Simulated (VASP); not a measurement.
# CO in VASP: molecular dynamics with PBE+D3(BJ)

Aim: the molecular dynamics of CO with PBE+D3(BJ).

Everything below comes from runs of VASP 6.6.1. Logs are shortened: lines on timing, memory, paths and dates and some standing lists are left out, and cuts for length are marked.

### Step 1. The cell of the first run

The cell holds a disordered packing, 20 atoms: a = 9.102 Å, b = 9.102 Å, c = 9.102 Å, α = 90.00°, β = 90.00°, γ = 90.00°.

### Step 2. Molecular dynamics, PBE+D3(BJ)

File INCAR:

```
SYSTEM = CO
  ALGO = Normal
  ANDERSEN_PROB = 0.0
  EDIFF = 1E-5
  ENCUT = 520
  GGA = PE
  IBRION = 0
  ISIF = 2
  ISMEAR = -1
  ISYM = 0
  IVDW = 12
  LASPH = .True.
  LCHARG = .False.
  LREAL = Auto
  LWAVE = .False.
  MDALGO = 1
  NBANDS = 66
  NELM = 60
  NELMIN = 4
  NSW = 40
  POTIM = 1.0
  PREC = Accurate
  RANDOM_SEED = 462208 0 0
  SIGMA = 0.02
  TEBEG = 300.0
  TEEND = 300.0
```

File KPOINTS:

```
k-points
0
Gamma
  1 1 1
  0 0 0
```

File POSCAR:

```
CO
1.0
    9.1017270000      0.0000000000      0.0000000000
    0.0000000000      9.1017270000      0.0000000000
    0.0000000000      0.0000000000      9.1017270000
O C
10 10
Direct
    0.1864999700      0.1194017100      0.1438990900
    0.8147929000      0.2990869000      0.8785977000
    0.7163999800      0.6555843900      0.6667130900
    0.7226131300     -0.0254617900      0.5559485700
    0.7107195400      0.7966083800      0.0149967500
    0.3369112200      0.4423774900      0.9294625000
    0.0635870300      0.1913699500      0.6089266200
    0.2101757400      0.4988223300      0.5626103900
    0.7965774800      0.4256225600      0.2354891400
    0.2760643900      0.9158522600      0.5268723300
    0.0861545800      0.0472475500      0.1431428800
    0.8227888300      0.2018666200      0.9587947100
    0.6200676500      0.6063845900      0.6083104000
    0.7284200800     -0.0598354500      0.4354090900
    0.6209560200      0.8567368000     -0.0512603400
    0.4588849800      0.4489689700      0.9025908500
   -0.0135026700      0.2172592700      0.5135165800
    0.2073632500      0.5535432700      0.4539078300
    0.7468367800      0.5254815800      0.2921046800
    0.3872313300      0.8873753000      0.4762414300
```

Potentials or basis: VASP PAW PBE potentials, release 64 (O, C).

Command:

```
$ cat potpaw_PBE.64/O/POTCAR potpaw_PBE.64/C/POTCAR > POTCAR
$ mpirun -np 1 vasp_gam > vasp.out
```

OUTCAR:

```text
SYSTEM = CO
   EDIFF = 1E-5
   ENCUT = 520
   GGA = PE
   IBRION = 0
   ISIF = 2
   ISMEAR = -1
   ISYM = 0
   IVDW = 12
   LASPH = .True.
   LREAL = Auto
   NELM = 60
   NELMIN = 4
   NSW = 40
   POTIM = 1.0
   PREC = Accurate
   TEBEG = 300.0
 IVDW          = 12

 ion  position               nearest neighbor table
   1  0.186  0.119  0.144-  11 1.12
   2  0.815  0.299  0.879-  12 1.15
   3  0.716  0.656  0.667-  13 1.12
   4  0.723  0.975  0.556-  14 1.14
   5  0.711  0.797  0.015-  15 1.15
   6  0.337  0.442  0.929-  16 1.14
[... 12 lines left out ...]
  19  0.747  0.525  0.292-   9 1.14
  20  0.387  0.887  0.476-  10 1.14

IMPORTANT INFORMATION: All symmetrisations will be switched off!
NOSYMM: (Re-)initialisation of all symmetry stuff for point group C_1.

----------------------------------------------------------------------------------------

                                     Primitive cell

  volume of cell :     754.0001

  direct lattice vectors                    reciprocal lattice vectors
     9.101727000  0.000000000  0.000000000     0.109869259  0.000000000  0.000000000
     0.000000000  9.101727000  0.000000000     0.000000000  0.109869259  0.000000000
     0.000000000  0.000000000  9.101727000     0.000000000  0.000000000  0.109869259

  length of vectors
     9.101727000  9.101727000  9.101727000     0.109869259  0.109869259  0.109869259

  position of ions in fractional coordinates (direct lattice)
     0.186499970  0.119401710  0.143899090
     0.814792900  0.299086900  0.878597700
     0.716399980  0.655584390  0.666713090
     0.722613130  0.974538210  0.555948570
     0.710719540  0.796608380  0.014996750
     0.336911220  0.442377490  0.929462500
[... 12 lines left out ...]
     0.746836780  0.525481580  0.292104680
     0.387231330  0.887375300  0.476241430

  ion indices of the primitive-cell ions
   primitive index   ion index
                 1           1
                 2           2
                 3           3
                 4           4
                 5           5
                 6           6
[... 12 lines left out ...]
                19          19
                20          20

----------------------------------------------------------------------------------------

 KPOINTS: k-points

Automatic generation of k-mesh.
 Grid dimensions read from file:
 generate k-points for:    1    1    1

 Generating k-lattice:

  Cartesian coordinates                     Fractional coordinates (reciprocal lattice)
     0.109869259  0.000000000  0.000000000     1.000000000  0.000000000  0.000000000
     0.000000000  0.109869259  0.000000000     0.000000000  1.000000000  0.000000000
     0.000000000  0.000000000  0.109869259     0.000000000  0.000000000  1.000000000

  Length of vectors
     0.109869259  0.109869259  0.109869259

  Shift w.r.t. Gamma in fractional coordinates (k-lattice)
     0.000000000  0.000000000  0.000000000

 Subroutine IBZKPT returns following result:
 ===========================================

 Found      1 irreducible k-points:

 Following reciprocal coordinates:
            Coordinates               Weight
  0.000000  0.000000  0.000000      1.000000
   k-points           NKPTS =      1   k-points in BZ     NKDIM =      1   number of bands    NBANDS=     66
   number of dos      NEDOS =    301   number of ions     NIONS =     20
   total plane-waves  NPLWV = 343000
   dimension x,y,z NGX =    70 NGY =   70 NGZ =   70
   dimension x,y,z NGXF=   140 NGYF=  140 NGZF=  140
   ions per type =              10  10
   NGX,Y,Z   is equivalent  to a cutoff of  12.79, 12.79, 12.79 a.u.
   NGXF,Y,Z  is equivalent  to a cutoff of  25.57, 25.57, 25.57 a.u.
 SYSTEM =  CO
   PREC   = accura    normal or accurate (medium, high low for compatibility)
   ISTART =      0    job   : 0-new  1-cont  2-samecut
   ICHARG =      2    charge: 1-file 2-atom 10-const
   ISPIN  =      1    spin polarized calculation?
   LNONCOLLINEAR =      F non collinear calculations
   LSORBIT =      F    spin-orbit coupling
   LASPH  =      T    aspherical Exc in radial PAW
   ENCUT  =  520.0 eV  38.22 Ry    6.18 a.u.  16.92 16.92 16.92*2*pi/ulx,y,z
   NELM   =     60;   NELMIN=  4; NELMDL= -5     # of ELM steps
   EDIFF  = 0.1E-04   stopping-criterion for ELM
   LREAL  =      T    real-space projection
   EDIFFG = 0.1E-03   stopping-criterion for IOM
   NSW    =     40    number of steps for IOM
   IBRION =      0    ionic relax: 0-MD 1-quasi-New 2-CG
   NFREE  =      0    steps in history (QN), initial steepest desc. (CG)
   ISIF   =      2    stress and relaxation
   ISYM   =      0    0-nonsym 1-usesym 2-fastsym
   POTIM  = 1.0000    time-step for ionic-motion
   TEBEG  =  300.0;   TEEND  = 300.0 temperature during run
   PSTRESS=    0.0 pullay stress
   NELECT =     100.0000    total number of electrons
   NUPDOWN=      -1.0000    fix difference up-down
   EMIN   =  10.00;   EMAX   =-10.00  energy-range for DOS
   EFERMI =   0.00;   METHOD = LEGACY
   ISMEAR =    -1;   SIGMA  =   0.02  broadening in eV -4-tet -1-fermi 0-gaus
   EFERMI_NEDOS =   21; number of points for ismear=-14 and -15
   IALGO  =     38    algorithm
   IMIX   =      4    mixing-type and parameters
     AMIX     =   0.40;   BMIX     =  1.00
     AMIX_MAG =   1.60;   BMIX_MAG =  1.00
  volume/ion in A,a.u.               =      37.70       254.41
  Fermi-wavevector in a.u.,A,eV,Ry     =   0.834868  1.577671  9.483318  0.697004
  Thomas-Fermi vector in A             =   1.948331
   LORBIT       =      0    0 simple, 1 ext, 2 COOP (PROOUT), +10 PAW based schemes
   GGA     = PE    functional components
   LHFCALC =     F    Hartree Fock is set to
   AEXX    =    0.0000 exact exchange contribution
   IVDW    =    12    specifies the selected vdW correction
   LEPSILON=     F    determine dielectric tensor
   LRPA    =     F    only Hartree local field effects (RPA)
 molecular dynamics for ions
 non-spin polarized calculation
  energy-cutoff  :      520.00
  volume of cell :      754.00
 maximum number of plane-waves:     10171
 NGX is ok and might be reduce to    70
   NGX = 33   NGY = 33   NGZ = 33

--------------------------------------- Ionic step        1  -------------------------------------------

 number of electron     100.0000006 magnetization

 Free energy of the ion-electron system (eV)
  ---------------------------------------------------
  ext. energy  EPLUGINS =         0.00000000
  ---------------------------------------------------
  free energy    TOTEN  =      -147.77107051 eV

  energy without entropy =     -147.77107051  energy(sigma->0) =     -147.77107051

------------------------ aborting loop because EDIFF is reached ----------------------------------------

 Edisp (eV)   -0.68737

 E8    (eV) :    -0.1760

  FORCE on cell =-STRESS in cart. coord.  units (eV):
  Direction    XX          YY          ZZ          XY          YZ          ZX
  --------------------------------------------------------------------------------------
  -------------------------------------------------------------------------------------
  Total       3.77086     1.97056     4.03507     2.73522    -0.46364     0.49333
  in kB       8.01272     4.18725     8.57413     5.81207    -0.98519     1.04828
  external pressure =        6.92 kB  Pullay stress =        0.00 kB
[... 177 lines left out ...]
  ENERGY OF THE ELECTRON-ION-THERMOSTAT SYSTEM (eV)
  ---------------------------------------------------
% ion-electron   TOTEN  =      -148.546612  see above
  kinetic energy EKIN   =         0.832080
  kin. lattice  EKIN_LAT=         0.000000  (temperature  338.80 K)
  nose potential ES     =         0.000000
  nose kinetic   EPS    =         0.000000
  ---------------------------------------------------
  total energy   ETOTAL =      -147.714532 eV

[... ionic steps 4 to 37 ...]

--------------------------------------- Ionic step       38  -------------------------------------------

 number of electron     100.0000006 magnetization

------------------------ aborting loop because EDIFF is reached ----------------------------------------

 Edisp (eV)   -0.67184

 E8    (eV) :    -0.1698
[... 117 lines left out ...]
  ENERGY OF THE ELECTRON-ION-THERMOSTAT SYSTEM (eV)
  ---------------------------------------------------
% ion-electron   TOTEN  =      -148.461316  see above
  kinetic energy EKIN   =         0.748468
  kin. lattice  EKIN_LAT=         0.000000  (temperature  304.76 K)
  nose potential ES     =         0.000000
  nose kinetic   EPS    =         0.000000
  ---------------------------------------------------
  total energy   ETOTAL =      -147.712848 eV

--------------------------------------- Ionic step       40  -------------------------------------------

 number of electron     100.0000009 magnetization

 Free energy of the ion-electron system (eV)
  ---------------------------------------------------
  ext. energy  EPLUGINS =         0.00000000
  ---------------------------------------------------
  free energy    TOTEN  =      -147.79485252 eV

  energy without entropy =     -147.79485252  energy(sigma->0) =     -147.79485252

 E-fermi :  -5.9897     XC(G=0):  -4.7319

 val. band max:       -6.5451695931   @ k =   0.0000   0.0000   0.0000
 cond. band min:      -0.7970224071   @ k =   0.0000   0.0000   0.0000
 fundamental gap:      5.7481471860
 Fermi energy:        -5.9897195961

 k-point     1 :       0.0000    0.0000    0.0000
  band No.  band energies     occupation
      1     -27.2866      2.00000
      2     -27.2017      2.00000
      3     -27.1840      2.00000
      4     -27.0812      2.00000
      5     -27.0521      2.00000
      6     -27.0092      2.00000
[... 54 lines left out ...]
     61      -0.0799      0.00000
     62      -0.0127      0.00000
 [bands above 62 left out]

------------------------ aborting loop because EDIFF is reached ----------------------------------------

 Edisp (eV)   -0.67118

 E8    (eV) :    -0.1695

  FORCE on cell =-STRESS in cart. coord.  units (eV):
  Direction    XX          YY          ZZ          XY          YZ          ZX
  --------------------------------------------------------------------------------------
  -------------------------------------------------------------------------------------
  Total      -4.27173    -2.49484    -6.04473    -2.65905    -0.50184    -0.38548
  in kB      -9.07702    -5.30129   -12.84447    -5.65023    -1.06636    -0.81911
  external pressure =       -9.07 kB  Pullay stress =        0.00 kB
[... 41 lines left out ...]
  ENERGY OF THE ELECTRON-ION-THERMOSTAT SYSTEM (eV)
  ---------------------------------------------------
% ion-electron   TOTEN  =      -148.466030  see above
  kinetic energy EKIN   =         0.752955
  kin. lattice  EKIN_LAT=         0.000000  (temperature  306.58 K)
  nose potential ES     =         0.000000
  nose kinetic   EPS    =         0.000000
  ---------------------------------------------------
  total energy   ETOTAL =      -147.713075 eV
```

Wall time 34 min (1 thread of AMD EPYC 7R43 (Zen 3), shared host); peak memory 0.76 GiB.

What came out:

- Dispersion energy per atom: -0.034 eV

The path:
```tsv
step	potential energy change (eV)	largest force (eV/Å)	pressure (GPa)	volume (Å³)	temperature (K)
1	0.0000	4.5571	0.69	754.00	304
2	-0.0459	3.7126	0.58	754.00	322
3	-0.0882	2.2135	0.36	754.00	339
4	-0.1005	1.4477	0.07	754.00	344
5	-0.0782	2.5556	-0.23	754.00	335
6	-0.0369	3.2814	-0.50	754.00	319
7	0.0001	3.5742	-0.71	754.00	304
8	0.0140	3.8757	-0.85	754.00	299
9	-0.0023	3.8322	-0.89	754.00	305
10	-0.0412	3.3213	-0.81	754.00	320
11	-0.0832	2.3466	-0.63	754.00	337
12	-0.1046	1.3984	-0.36	754.00	345
13	-0.0913	2.6312	-0.04	754.00	340
14	-0.0503	3.7540	0.28	754.00	324
15	-0.0094	4.1793	0.54	754.00	308
16	0.0008	4.5936	0.67	754.00	304
17	-0.0286	4.3507	0.65	754.00	315
18	-0.0768	3.2521	0.50	754.00	334
19	-0.1112	1.6228	0.25	754.00	348
20	-0.1112	1.8357	-0.05	754.00	348
21	-0.0799	2.8411	-0.34	754.00	336
22	-0.0369	3.4293	-0.59	754.00	319
23	-0.0052	3.6341	-0.79	754.00	306
24	-0.0003	3.9088	-0.89	754.00	304
25	-0.0246	3.7127	-0.89	754.00	314
26	-0.0661	3.0545	-0.77	754.00	330
27	-0.1030	1.9373	-0.56	754.00	344
28	-0.1133	1.6516	-0.27	754.00	348
29	-0.0885	3.0801	0.06	754.00	338
30	-0.0434	3.9999	0.36	754.00	321
31	-0.0092	4.2049	0.58	754.00	308
32	-0.0116	4.6105	0.66	754.00	309
33	-0.0496	4.0729	0.60	754.00	323
34	-0.0960	2.7628	0.41	754.00	341
35	-0.1198	1.3455	0.14	754.00	351
36	-0.1080	2.2265	-0.16	754.00	346
37	-0.0698	3.0935	-0.44	754.00	331
38	-0.0275	3.5295	-0.68	754.00	315
39	-0.0029	3.7611	-0.84	754.00	305
40	-0.0076	3.8813	-0.91	754.00	307
```

Caveat: the k points lie up to 0.69 Å⁻¹ apart.
